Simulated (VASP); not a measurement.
# Li (Fd-3m) in VASP: further runs

Runs on Li. Level: PBE. Tasks: single point, relaxation of cell and atoms.

Everything below comes from runs of VASP 6.6.1. Logs are shortened: lines on timing, memory, paths and dates and some standing lists are left out, and cuts for length are marked.

## 1. The cell of the first run

The structure is cubic, space group Fd-3m (No. 227). Conventional cell: a = 5.710 Å, b = 5.710 Å, c = 5.710 Å, α = 90.00°, β = 90.00°, γ = 90.00°. Within 3.3 Å of Li (site symmetry -43m) lie 4 Li at 2.47 Å.

This isn't the form of Li at room conditions, which is bcc.

## 2. Single point, PBE

File INCAR:

```
  PREC = Accurate
  ENCUT = 520
  EDIFF = 1E-6
  ISMEAR = 0
  SIGMA = 0.1
  LREAL = False
  LASPH = True
  NELM = 80
  ALGO = Fast
  ISIF = 2
  LWAVE = False
  LCHARG = False
  GGA = PE
  NBANDS = 10
```

File KPOINTS:

```
regular mesh
0
Gamma
  6 6 6
```

File POSCAR:

```
Li
1.0
    0.0000000000      2.8548294421      2.8548294421
    2.8548294421      0.0000000000      2.8548294421
    2.8548294421      2.8548294421      0.0000000000
Li
2
Direct
    0.5000000000      0.5000000000      0.5000000000
    0.7500000000      0.7500000000      0.7500000000
```

Potentials or basis: VASP PAW PBE potentials, release 64 (Li_sv).

The run is started by

```
> cat potpaw_PBE.64/Li_sv/POTCAR > POTCAR
> mpirun -np 1 vasp_std > vasp.out
```

OUTCAR:

```text
PREC = Accurate
   ENCUT = 520
   EDIFF = 1E-6
   ISMEAR = 0
   LREAL = False
   LASPH = True
   NELM = 80
   ISIF = 2
   GGA = PE

 ion  position               nearest neighbor table
   1  0.500  0.500  0.500-   2 2.47   2 2.47   2 2.47   2 2.47
   2  0.750  0.750  0.750-   1 2.47   1 2.47   1 2.47   1 2.47

  LATTYP: Found a face centered cubic cell.
 ALAT       =     5.7096588842

  Lattice vectors:

 A1 = (   0.0000000000,   2.8548294421,   2.8548294421)
 A2 = (   2.8548294421,   0.0000000000,   2.8548294421)
 A3 = (   2.8548294421,   2.8548294421,   0.0000000000)

Analysis of symmetry for initial positions (statically):
=====================================================================
 Subroutine PRICEL returns:
 Original cell was already a primitive cell.

 Routine SETGRP: Setting up the symmetry group for a
 face centered cubic supercell.

 Subroutine GETGRP returns: Found 48 space group operations
 (whereof 24 operations were pure point group operations)
 out of a pool of 48 trial point group operations.

The static configuration has the point symmetry T_d .
 The point group associated with its full space group is O_h .

Analysis of symmetry for dynamics (positions and initial velocities):
=====================================================================
 Subroutine PRICEL returns:
 Original cell was already a primitive cell.

 Routine SETGRP: Setting up the symmetry group for a
 face centered cubic supercell.

 Subroutine GETGRP returns: Found 48 space group operations
 (whereof 24 operations were pure point group operations)
 out of a pool of 48 trial point group operations.

The dynamic configuration has the point symmetry T_d .
 The point group associated with its full space group is O_h .

 Subroutine INISYM returns: Found 48 space group operations
 (whereof 24 operations are pure point group operations),
 and found     1 'primitive' translations

----------------------------------------------------------------------------------------

                                     Primitive cell

  volume of cell :      46.5340

  direct lattice vectors                    reciprocal lattice vectors
     0.000000000  2.854829442  2.854829442    -0.175141811  0.175141811  0.175141811
     2.854829442  0.000000000  2.854829442     0.175141811 -0.175141811  0.175141811
     2.854829442  2.854829442  0.000000000     0.175141811  0.175141811 -0.175141811

  length of vectors
     4.037338515  4.037338515  4.037338515     0.303354516  0.303354516  0.303354516
[... 78 lines left out ...]
   ISIF   =      2    stress and relaxation
   ISYM   =      2    0-nonsym 1-usesym 2-fastsym
   POTIM  = 0.5000    time-step for ionic-motion
   TEBEG  =    0.0;   TEEND  =   0.0 temperature during run
   PSTRESS=    0.0 pullay stress
   NELECT =       6.0000    total number of electrons
   NUPDOWN=      -1.0000    fix difference up-down
   EMIN   =  10.00;   EMAX   =-10.00  energy-range for DOS
   EFERMI =   0.00;   METHOD = LEGACY
   ISMEAR =     0;   SIGMA  =   0.10  broadening in eV -4-tet -1-fermi 0-gaus
   EFERMI_NEDOS =   21; number of points for ismear=-14 and -15
   IALGO  =     68    algorithm
   IMIX   =      4    mixing-type and parameters
     AMIX     =   0.40;   BMIX     =  1.00
     AMIX_MAG =   1.60;   BMIX_MAG =  1.00
  volume/ion in A,a.u.               =      23.27       157.01
  Fermi-wavevector in a.u.,A,eV,Ry     =   0.827056  1.562910  9.306686  0.684022
  Thomas-Fermi vector in A             =   1.939195
   LORBIT       =      0    0 simple, 1 ext, 2 COOP (PROOUT), +10 PAW based schemes
   GGA     = PE    functional components
   LHFCALC =     F    Hartree Fock is set to
   AEXX    =    0.0000 exact exchange contribution
   IVDW    =     0    specifies the selected vdW correction
   LEPSILON=     F    determine dielectric tensor
   LRPA    =     F    only Hartree local field effects (RPA)
 non-spin polarized calculation
 RMM-DIIS sequential band-by-band and
 Gauss-broadening in eV      SIGMA  =   0.10
  energy-cutoff  :      520.00
  volume of cell :       46.53
 maximum number of plane-waves:      1272
   NGX = 15   NGY = 15   NGZ = 15

 number of electron       5.9999983 magnetization

 Free energy of the ion-electron system (eV)
  ---------------------------------------------------
  ext. energy  EPLUGINS =         0.00000000
  ---------------------------------------------------
  free energy    TOTEN  =        -2.76612595 eV

  energy without entropy =       -2.76036296  energy(sigma->0) =       -2.76324445

 E-fermi :   0.6661     XC(G=0):  -6.6990

 val. band max:        0.5651378997   @ k =   0.5000   0.5000   0.0000
 cond. band min:       0.7224874790   @ k =   0.5000   0.1667   0.0000
 fundamental gap:      0.1573495793
 Fermi energy:         0.6661312472

 k-point     1 :       0.0000    0.0000    0.0000
  band No.  band energies     occupation
      1     -47.3078      2.00000
      2     -47.2033      2.00000
      3      -3.0458      2.00000
      4       6.3934      0.00000
      5       6.3936      0.00000
      6       6.3936      0.00000
      7       7.5406      0.00000
      8       7.5407      0.00000
      9       7.5407      0.00000
     10      12.5639      0.00000
[... 183 lines left out ...]
 k-point    16 :      -0.3333    0.5000    0.1667
  band No.  band energies     occupation
      1     -47.2551      2.00000
      2     -47.2551      2.00000
      3       0.8510      0.00893
      4       0.8511      0.00891
      5       2.0488      0.00000
      6       2.0488      0.00000
      7       7.9642      0.00000
      8       7.9642      0.00000
      9      12.4342      0.00000
     10      12.4342      0.00000

------------------------ aborting loop because EDIFF is reached ----------------------------------------

  FORCE on cell =-STRESS in cart. coord.  units (eV):
  Direction    XX          YY          ZZ          XY          YZ          ZX
  --------------------------------------------------------------------------------------
  -------------------------------------------------------------------------------------
  Total        0.1523630      0.1523630      0.1523630     -0.0000000     -0.0000000      0.0000000
  in kB        5.2458935      5.2458935      5.2458935     -0.0000000     -0.0000000      0.0000000
  external PRESSURE =       5.2458935 kB  Pullay stress =       0.0000000 kB

 VOLUME and BASIS-vectors are now :
 -----------------------------------------------------------------------------
  energy-cutoff  :      520.00
  volume of cell :       46.53
      direct lattice vectors                 reciprocal lattice vectors
     0.000000000  2.854829442  2.854829442    -0.175141811  0.175141811  0.175141811
     2.854829442  0.000000000  2.854829442     0.175141811 -0.175141811  0.175141811
     2.854829442  2.854829442  0.000000000     0.175141811  0.175141811 -0.175141811

 POSITION                                       TOTAL-FORCE (eV/Angst)
 -----------------------------------------------------------------------------------
      2.85483      2.85483      2.85483         0.000000      0.000000      0.000000
      4.28224      4.28224      4.28224        -0.000000     -0.000000     -0.000000
 -----------------------------------------------------------------------------------
    total drift:                                0.000000     -0.000000      0.000000

  FREE ENERGIE OF THE ION-ELECTRON SYSTEM (eV)
  ---------------------------------------------------
  free  energy   TOTEN  =        -2.7661259459 eV

  energy  without entropy=       -2.7603629555  energy(sigma->0) =       -2.76324445
```

OSZICAR:

```text
N       E                     dE             d eps       ncg     rms          rms(c)
DAV:   1     0.186249202008E+02    0.18625E+02   -0.34181E+03   320   0.570E+02
DAV:   2     0.489410600381E+00   -0.18136E+02   -0.17978E+02   380   0.115E+02
DAV:   3    -0.269404328096E+01   -0.31835E+01   -0.31420E+01   580   0.330E+01
DAV:   4    -0.277396292399E+01   -0.79920E-01   -0.79635E-01   394   0.613E+00
DAV:   5    -0.277484348199E+01   -0.88056E-03   -0.88054E-03   462   0.697E-01    0.372E-01
RMM:   6    -0.276932485665E+01    0.55186E-02   -0.76247E-04   446   0.152E-01    0.222E-01
RMM:   7    -0.276600366711E+01    0.33212E-02   -0.34311E-03   452   0.291E-01    0.582E-02
RMM:   8    -0.276609998897E+01   -0.96322E-04   -0.84822E-04   513   0.164E-01    0.717E-03
RMM:   9    -0.276612973373E+01   -0.29745E-04   -0.32820E-04   550   0.937E-02    0.110E-02
RMM:  10    -0.276612664745E+01    0.30863E-05   -0.53844E-05   547   0.388E-02    0.112E-02
RMM:  11    -0.276612594590E+01    0.70156E-06   -0.95437E-06   477   0.172E-02
   1 F= -.27661259E+01 E0= -.27632445E+01  d E =-.576299E-02
```

Wall time 9 s (1 thread of Intel Xeon Platinum 8488C (Sapphire Rapids), shared host); peak memory 0.14 GiB.

Results:

```yaml
Free_energy: -2.7661 eV
Band_gap_on_the_k_mesh: zero (bands 3 and 4 overlap by 0.62 eV)
```

Caveat: the cutoff is under 1.25 times the usual one of these potentials, so pressure, stress and relaxed cells hold a basis-set (Pulay) error.

## 3. Single point, PBE

This run uses another cell than the first one, of 25.59 Å³/atom.

File INCAR:

```
ALGO = Fast ; EDIFF = 1E-6
ENCUT = 520 ; GGA = PE
ISIF = 2 ; ISMEAR = 0
LASPH = True ; LCHARG = False
LREAL = False ; LWAVE = False
NBANDS = 10 ; NELM = 80
PREC = Accurate ; SIGMA = 0.1
```

File KPOINTS:

```
k-points
0
Gamma
  16 16 16
```

File POSCAR:

```
Li
1.0
    0.0000000000      2.9469999400      2.9469999400
    2.9469999400      0.0000000000      2.9469999400
    2.9469999400      2.9469999400      0.0000000000
Li
2
Direct
    0.5000000000      0.5000000000      0.5000000000
    0.7500000000      0.7500000000      0.7500000000
```

Potentials or basis: VASP PAW PBE potentials, release 64 (Li_sv).

The run is started by

```
> cat potpaw_PBE.64/Li_sv/POTCAR > POTCAR
> mpirun -np 1 vasp_std > vasp.out
```

It took 54 s on 1 thread of Intel Xeon Platinum 8488C (Sapphire Rapids), shared host; peak memory 0.18 GiB.

It converged, with:

```
Free energy            : -2.7827 eV
Band gap on the k mesh : zero (bands 3 and 4 overlap by 0.93 eV)
```

Levels at points of the mesh, in eV from the Fermi level:
```
           k point  band 1  band 2  band 3  band 4  band 5  band 6  band 7  band 8
(0.00, 0.00, 0.00)  -47.77  -47.70   -3.35    5.57    5.57    5.57    6.69    6.69
(0.50, 0.00, 0.00)  -47.75  -47.72   -1.22   -0.32    4.21    4.21    7.02    7.02
(0.50, 0.50, 0.00)  -47.74  -47.74    0.09    0.09    2.23    2.23    5.66    5.66
```

Caveat: the cutoff is under 1.25 times the usual one of these potentials, so pressure, stress and relaxed cells hold a basis-set (Pulay) error.

(Part 1 of 2 ends here.)
